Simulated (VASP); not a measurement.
A run of VASP 6.6.1 is set up as follows.

INCAR

```
PREC = Accurate
ENCUT = 520
EDIFF = 1E-6
ISMEAR = -1
SIGMA = 0.05
LREAL = False
LASPH = True
NELM = 100
ALGO = Normal
ISIF = 2
LWAVE = False
LCHARG = False
GGA = PS
NBANDS = 13
```

File KPOINTS:

```
Automatic mesh
0
Gamma
  10 10 10
```

File POSCAR:

```
Sn
1.0
   -1.8192529982      1.8192529982      1.8192529982
    1.8192529982     -1.8192529982      1.8192529982
    1.8192529982      1.8192529982     -1.8192529982
Sn
1
Direct
    0.0000000000      0.0000000000      0.0000000000
```

Potentials or basis: VASP PAW PBE potentials, release 64 (Sn_d).

Launch:

```bash
$ cat potpaw_PBE.64/Sn_d/POTCAR > POTCAR
$ mpirun -np 1 vasp_std > vasp.out
```

(1) What does it give for the pressure?

(2) What does it give for the band gap on the k mesh?

## Answers

(1) 4.9 GPa.

(2) zero (band 7 reaches 18.61 eV, above the bottom of band 8 at 6.80 eV).

Caveat: the PAW data sets were made with another functional, which shifts forces and pressure a little; spin-orbit coupling is left out, which moves the levels of the heavy elements.
